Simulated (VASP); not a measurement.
# Ge3Te2S (P-4m2) in VASP: notebook

Runs on Ge3Te2S. Level: PBE. Tasks: single point, relaxation of cell and atoms.

All numbers are computed with VASP 6.6.1; they aren't measurements. Logs are shortened: lines on timing, memory, paths and dates and some standing lists are left out, and cuts for length are marked.

## (1) The cell of the first run

Symmetry: P-4m2, No. 115, tetragonal system. Conventional cell: a = 3.983 Å, b = 3.983 Å, c = 8.654 Å, α = 90.00°, β = 90.00°, γ = 90.00°. Ge (site symmetry 2mm) has 5 Te at 2.98 to 3.14 Å and 10 Ge at 3.55 to 3.98 Å and 2 S at 3.81 Å within 4.0 Å. Ge (site symmetry -4m2) has 4 S at 2.82 Å and 4 Te at 3.02 Å and 8 Ge at 3.81 to 3.98 Å within 4.0 Å. Te (site symmetry 2mm) has 7 Ge at 2.98 to 3.14 Å and 2 S at 3.02 Å and 4 Te at 3.98 Å within 4.0 Å. Within 4.0 Å of S (site symmetry -4m2) lie 8 Ge at 2.82 to 3.81 Å and 4 Te at 3.02 Å and 4 S at 3.98 Å.

The cell was generated, and may not be a known phase.

## (2) Single point, PBE

The input, INCAR:

```
PREC = Accurate ; ENCUT = 520
EDIFF = 1E-6 ; ISMEAR = 0
SIGMA = 0.1 ; LREAL = F
LASPH = T ; NELM = 60
ALGO = Normal ; ISIF = 2
LWAVE = F ; LCHARG = F
GGA = PE ; NBANDS = 39
```

The input, KPOINTS:

```
Automatic mesh
0
Gamma
  4 4 2
```

The input, POSCAR:

```
Ge3Te2S
1.0
    3.9830882000      0.0000000000      0.0000000000
    0.0000000000      3.9830882000      0.0000000000
    0.0000000000      0.0000000000      8.6544687300
Ge Te S
3 2 1
Direct
    0.5000000000      0.0000000000      0.6250519800
    0.0000000000      0.5000000000      0.3749480200
    0.5000000000      0.5000000000      0.0000000000
    0.5000000000      0.0000000000      0.2626059900
    0.0000000000      0.5000000000      0.7373940100
    0.0000000000      0.0000000000      0.0000000000
```

Potentials or basis: VASP PAW PBE potentials, release 64 (Ge_d, Te, S).

On the command line:

```console
> cat potpaw_PBE.64/Ge_d/POTCAR potpaw_PBE.64/Te/POTCAR potpaw_PBE.64/S/POTCAR > POTCAR
> mpirun -np 1 vasp_std > vasp.out
```

OUTCAR:

```text
PREC = Accurate
   ENCUT = 520
   EDIFF = 1E-6
   ISMEAR = 0
   LREAL = F
   LASPH = T
   NELM = 60
   ISIF = 2
   GGA = PE

 ion  position               nearest neighbor table
   1  0.500  0.000  0.625-   5 2.98   5 2.98   5 2.98   5 2.98   4 3.14
   2  0.000  0.500  0.375-   4 2.98   4 2.98   4 2.98   4 2.98   5 3.14
   3  0.500  0.500  0.000-   6 2.82   6 2.82   6 2.82   6 2.82   5 3.02   5 3.02   4 3.02   4 3.02

   4  0.500  0.000  0.263-   2 2.98   2 2.98   2 2.98   2 2.98   3 3.02   6 3.02   6 3.02   3 3.02
                             1 3.14
   5  0.000  0.500  0.737-   1 2.98   1 2.98   1 2.98   1 2.98   6 3.02   6 3.02   3 3.02   3 3.02
                             2 3.14
   6  0.000  0.000  0.000-   3 2.82   3 2.82   3 2.82   3 2.82   5 3.02   5 3.02   4 3.02   4 3.02

  LATTYP: Found a simple tetragonal cell.
 ALAT       =     3.9830882000
 C/A-ratio  =     2.1728036879

  Lattice vectors:

 A1 = (   3.9830882000,   0.0000000000,   0.0000000000)
 A2 = (   0.0000000000,   3.9830882000,   0.0000000000)
 A3 = (   0.0000000000,   0.0000000000,   8.6544687300)

Analysis of symmetry for initial positions (statically):
=====================================================================
 Subroutine PRICEL returns:
 Original cell was already a primitive cell.

 Routine SETGRP: Setting up the symmetry group for a
 simple tetragonal supercell.

 Subroutine GETGRP returns: Found  8 space group operations
 (whereof  8 operations were pure point group operations)
 out of a pool of 16 trial point group operations.

The static configuration has the point symmetry D_2d.

Analysis of symmetry for dynamics (positions and initial velocities):
=====================================================================
 Subroutine PRICEL returns:
 Original cell was already a primitive cell.

 Routine SETGRP: Setting up the symmetry group for a
 simple tetragonal supercell.

 Subroutine GETGRP returns: Found  8 space group operations
 (whereof  8 operations were pure point group operations)
 out of a pool of 16 trial point group operations.

The dynamic configuration has the point symmetry D_2d.

 Subroutine INISYM returns: Found  8 space group operations
 (whereof  8 operations are pure point group operations),
 and found     1 'primitive' translations

----------------------------------------------------------------------------------------

                                     Primitive cell

  volume of cell :     137.3031

  direct lattice vectors                    reciprocal lattice vectors
     3.983088200  0.000000000  0.000000000     0.251061475  0.000000000  0.000000000
     0.000000000  3.983088200  0.000000000     0.000000000  0.251061475  0.000000000
     0.000000000  0.000000000  8.654468730     0.000000000  0.000000000  0.115547243

  length of vectors
     3.983088200  3.983088200  8.654468730     0.251061475  0.251061475  0.115547243

  position of ions in fractional coordinates (direct lattice)
     0.500000000  0.000000000  0.625051980
     0.000000000  0.500000000  0.374948020
     0.500000000  0.500000000  0.000000000
     0.500000000  0.000000000  0.262605990
     0.000000000  0.500000000  0.737394010
     0.000000000  0.000000000  0.000000000

  ion indices of the primitive-cell ions
   primitive index   ion index
                 1           1
                 2           2
                 3           3
                 4           4
                 5           5
                 6           6

----------------------------------------------------------------------------------------

 KPOINTS: Automatic mesh

Automatic generation of k-mesh.
 Grid dimensions read from file:
 generate k-points for:    4    4    2

 Generating k-lattice:

  Cartesian coordinates                     Fractional coordinates (reciprocal lattice)
     0.062765369  0.000000000  0.000000000     0.250000000  0.000000000  0.000000000
     0.000000000  0.062765369  0.000000000     0.000000000  0.250000000  0.000000000
     0.000000000  0.000000000  0.057773621     0.000000000  0.000000000  0.500000000

  Length of vectors
     0.062765369  0.062765369  0.057773621

  Shift w.r.t. Gamma in fractional coordinates (k-lattice)
     0.000000000  0.000000000  0.000000000

 Subroutine IBZKPT returns following result:
 ===========================================

 Found     12 irreducible k-points:

 Following reciprocal coordinates:
            Coordinates               Weight
  0.000000  0.000000  0.000000      1.000000
  0.250000  0.000000  0.000000      4.000000
  0.500000  0.000000  0.000000      2.000000
  0.250000  0.250000  0.000000      4.000000
  0.500000  0.250000  0.000000      4.000000
  0.500000  0.500000  0.000000      1.000000
  0.000000  0.000000  0.500000      1.000000
  0.250000  0.000000  0.500000      4.000000
  0.500000  0.000000  0.500000      2.000000
  0.250000  0.250000  0.500000      4.000000
  0.500000  0.250000  0.500000      4.000000
  0.500000  0.500000  0.500000      1.000000
   k-points           NKPTS =     12   k-points in BZ     NKDIM =     12   number of bands    NBANDS=     39
   number of dos      NEDOS =    301   number of ions     NIONS =      6
   total plane-waves  NPLWV =  57600
   dimension x,y,z NGX =    30 NGY =   30 NGZ =   64
   dimension x,y,z NGXF=    60 NGYF=   60 NGZF=  128
   ions per type =               3   2   1
   NGX,Y,Z   is equivalent  to a cutoff of  12.52, 12.52, 12.29 a.u.
   NGXF,Y,Z  is equivalent  to a cutoff of  25.04, 25.04, 24.59 a.u.
 SYSTEM =  unknown system
   PREC   = accura    normal or accurate (medium, high low for compatibility)
   ISTART =      0    job   : 0-new  1-cont  2-samecut
   ICHARG =      2    charge: 1-file 2-atom 10-const
   ISPIN  =      1    spin polarized calculation?
   LNONCOLLINEAR =      F non collinear calculations
   LSORBIT =      F    spin-orbit coupling
   LASPH  =      T    aspherical Exc in radial PAW
   ENCUT  =  520.0 eV  38.22 Ry    6.18 a.u.   7.41  7.41 16.09*2*pi/ulx,y,z
   NELM   =     60;   NELMIN=  2; NELMDL= -5     # of ELM steps
   EDIFF  = 0.1E-05   stopping-criterion for ELM
   LREAL  =      F    real-space projection
   EDIFFG = 0.1E-04   stopping-criterion for IOM
   NSW    =      0    number of steps for IOM
   IBRION =     -1    ionic relax: 0-MD 1-quasi-New 2-CG
   NFREE  =      0    steps in history (QN), initial steepest desc. (CG)
   ISIF   =      2    stress and relaxation
   ISYM   =      2    0-nonsym 1-usesym 2-fastsym
   POTIM  = 0.5000    time-step for ionic-motion
   TEBEG  =    0.0;   TEEND  =   0.0 temperature during run
   PSTRESS=    0.0 pullay stress
   NELECT =      60.0000    total number of electrons
   NUPDOWN=      -1.0000    fix difference up-down
   EMIN   =  10.00;   EMAX   =-10.00  energy-range for DOS
   EFERMI =   0.00;   METHOD = LEGACY
   ISMEAR =     0;   SIGMA  =   0.10  broadening in eV -4-tet -1-fermi 0-gaus
   EFERMI_NEDOS =   21; number of points for ismear=-14 and -15
   IALGO  =     38    algorithm
   IMIX   =      4    mixing-type and parameters
     AMIX     =   0.40;   BMIX     =  1.00
     AMIX_MAG =   1.60;   BMIX_MAG =  1.00
  volume/ion in A,a.u.               =      22.88       154.43
  Fermi-wavevector in a.u.,A,eV,Ry     =   1.242315  2.347635 20.998514  1.543347
  Thomas-Fermi vector in A             =   2.376675
   LORBIT       =      0    0 simple, 1 ext, 2 COOP (PROOUT), +10 PAW based schemes
   GGA     = PE    functional components
   LHFCALC =     F    Hartree Fock is set to
   AEXX    =    0.0000 exact exchange contribution
   IVDW    =     0    specifies the selected vdW correction
   LEPSILON=     F    determine dielectric tensor
   LRPA    =     F    only Hartree local field effects (RPA)
 non-spin polarized calculation
 Gauss-broadening in eV      SIGMA  =   0.10
  energy-cutoff  :      520.00
  volume of cell :      137.30
 maximum number of plane-waves:      3736
 NGX is ok and might be reduce to    30
   NGX = 15   NGY = 15   NGZ = 33

 number of electron      59.9999947 magnetization

 Free energy of the ion-electron system (eV)
  ---------------------------------------------------
  ext. energy  EPLUGINS =         0.00000000
  ---------------------------------------------------
  free energy    TOTEN  =       -22.35215806 eV

  energy without entropy =      -22.34173287  energy(sigma->0) =      -22.34694547

 E-fermi :   6.9146     XC(G=0): -10.3735

 val. band max:        6.8918040772   @ k =   0.2500   0.2500   0.0000
 cond. band min:       6.9980141790   @ k =   0.2500   0.0000   0.5000
 fundamental gap:      0.1062101019
 Fermi energy:         6.9145514024

 k-point     1 :       0.0000    0.0000    0.0000
  band No.  band energies     occupation
      1     -18.3153      2.00000
      2     -18.3080      2.00000
      3     -18.2946      2.00000
      4     -18.2946      2.00000
      5     -18.2887      2.00000
      6     -18.0590      2.00000
[... 31 lines left out ...]
     38      10.8859      0.00000
     39      11.9599      0.00000

 k-point     2 :       0.2500    0.0000    0.0000
  band No.  band energies     occupation
      1     -18.3133      2.00000
      2     -18.3092      2.00000
      3     -18.2958      2.00000
      4     -18.2945      2.00000
      5     -18.2875      2.00000
      6     -18.0569      2.00000
[... 31 lines left out ...]
     38      10.2979      0.00000
     39      10.7688      0.00000

 k-point     3 :       0.5000    0.0000    0.0000
  band No.  band energies     occupation
      1     -18.3114      2.00000
      2     -18.3104      2.00000
      3     -18.2969      2.00000
      4     -18.2944      2.00000
      5     -18.2862      2.00000
      6     -18.0535      2.00000
[... 31 lines left out ...]
     38       9.9375      0.00000
     39      11.1919      0.00000

 k-point     4 :       0.2500    0.2500    0.0000
  band No.  band energies     occupation
      1     -18.3111      2.00000
      2     -18.3109      2.00000
      3     -18.2957      2.00000
      4     -18.2956      2.00000
      5     -18.2866      2.00000
      6     -18.0552      2.00000
[... 31 lines left out ...]
     38      11.2933      0.00000
     39      12.3369      0.00000

 k-point     5 :       0.5000    0.2500    0.0000
  band No.  band energies     occupation
      1     -18.3125      2.00000
      2     -18.3090      2.00000
      3     -18.2968      2.00000
      4     -18.2955      2.00000
      5     -18.2855      2.00000
      6     -18.0563      2.00000
[... 31 lines left out ...]
     38      11.2776      0.00000
     39      11.6185      0.00000

 k-point     6 :       0.5000    0.5000    0.0000
  band No.  band energies     occupation
      1     -18.3146      2.00000
      2     -18.3068      2.00000
      3     -18.2967      2.00000
      4     -18.2967      2.00000
      5     -18.2847      2.00000
      6     -18.0567      2.00000
[... 31 lines left out ...]
     38      12.7613      0.00000
     39      13.6817      0.00000

 k-point     7 :       0.0000    0.0000    0.5000
  band No.  band energies     occupation
      1     -18.3153      2.00000
      2     -18.3080      2.00000
      3     -18.2946      2.00000
      4     -18.2946      2.00000
      5     -18.2887      2.00000
      6     -18.0590      2.00000
[... 31 lines left out ...]
     38      11.0362      0.00000
     39      11.3644      0.00000

 k-point     8 :       0.2500    0.0000    0.5000
  band No.  band energies     occupation
      1     -18.3133      2.00000
      2     -18.3092      2.00000
      3     -18.2958      2.00000
      4     -18.2945      2.00000
      5     -18.2875      2.00000
      6     -18.0569      2.00000
[... 31 lines left out ...]
     38      10.6198      0.00000
     39      11.1461      0.00000

 k-point     9 :       0.5000    0.0000    0.5000
  band No.  band energies     occupation
      1     -18.3114      2.00000
      2     -18.3104      2.00000
      3     -18.2969      2.00000
      4     -18.2944      2.00000
      5     -18.2862      2.00000
      6     -18.0535      2.00000
[... 31 lines left out ...]
     38       9.8840      0.00000
     39      10.3741      0.00000

 k-point    10 :       0.2500    0.2500    0.5000
  band No.  band energies     occupation
      1     -18.3111      2.00000
      2     -18.3109      2.00000
      3     -18.2957      2.00000
      4     -18.2956      2.00000
      5     -18.2866      2.00000
      6     -18.0552      2.00000
[... 31 lines left out ...]
     38      11.6596      0.00000
     39      11.8097      0.00000

 k-point    11 :       0.5000    0.2500    0.5000
  band No.  band energies     occupation
      1     -18.3125      2.00000
      2     -18.3090      2.00000
      3     -18.2968      2.00000
      4     -18.2956      2.00000
      5     -18.2855      2.00000
      6     -18.0563      2.00000
[... 31 lines left out ...]
     38      11.6359      0.00000
     39      11.8692      0.00000

 k-point    12 :       0.5000    0.5000    0.5000
  band No.  band energies     occupation
      1     -18.3146      2.00000
      2     -18.3068      2.00000
      3     -18.2967      2.00000
      4     -18.2967      2.00000
      5     -18.2847      2.00000
      6     -18.0567      2.00000
[... 31 lines left out ...]
     38      12.1874      0.00000
     39      12.1874      0.00000

------------------------ aborting loop because EDIFF is reached ----------------------------------------

  FORCE on cell =-STRESS in cart. coord.  units (eV):
  Direction    XX          YY          ZZ          XY          YZ          ZX
  --------------------------------------------------------------------------------------
  -------------------------------------------------------------------------------------
  Total        0.8837241      0.8837241      5.9116736      0.0000000      0.0000000      0.0000000
  in kB       10.3120980     10.3120980     68.9827922      0.0000000      0.0000000      0.0000000
  external PRESSURE =      29.8689961 kB  Pullay stress =       0.0000000 kB

 VOLUME and BASIS-vectors are now :
 -----------------------------------------------------------------------------
  energy-cutoff  :      520.00
  volume of cell :      137.30
      direct lattice vectors                 reciprocal lattice vectors
     3.983088200  0.000000000  0.000000000     0.251061475  0.000000000  0.000000000
     0.000000000  3.983088200  0.000000000     0.000000000  0.251061475  0.000000000
     0.000000000  0.000000000  8.654468730     0.000000000  0.000000000  0.115547243

 POSITION                                       TOTAL-FORCE (eV/Angst)
 -----------------------------------------------------------------------------------
      1.99154      0.00000      5.40949        -0.000000     -0.000000     -0.431528
      0.00000      1.99154      3.24498        -0.000000     -0.000000      0.431528
      1.99154      1.99154      0.00000         0.000000      0.000000      0.000000
      1.99154      0.00000      2.27272         0.000000     -0.000000      1.612883
      0.00000      1.99154      6.38175         0.000000     -0.000000     -1.612883
      0.00000      0.00000      0.00000         0.000000     -0.000000      0.000000
 -----------------------------------------------------------------------------------
    total drift:                                0.000000      0.000000     -0.000000

  FREE ENERGIE OF THE ION-ELECTRON SYSTEM (eV)
  ---------------------------------------------------
  free  energy   TOTEN  =       -22.3521580613 eV

  energy  without entropy=      -22.3417328692  energy(sigma->0) =      -22.34694547
```

It took 84 s on 1 thread of Intel Xeon 8259CL, shared host; peak memory 0.25 GiB.

Results:

```
Free energy            : -22.3522 eV
Pressure               : 3.0 GPa
Largest force          : 1.613 eV/Å
Band gap on the k mesh : zero (bands 30 and 31 overlap by 1.11 eV)
```

Forces in eV/Å, atoms in the order of the input:
```
Ge   0.000  0.000 -0.432
Ge   0.000  0.000  0.432
Ge   0.000  0.000  0.000
Te   0.000  0.000  1.613
Te   0.000  0.000 -1.613
S    0.000  0.000  0.000
```

Caveat: the k points lie up to 0.39 Å⁻¹ apart, too coarse for converged energies and pressures of a metal; spin-orbit coupling is left out, which moves the levels of the heavy elements; forces of over 1 eV/Å act on the atoms, so gaps and moduli don't describe the material at rest.

[end of part 1 of 2]

The gap in the log of VASP goes by the Fermi energy; the results here count the filled bands.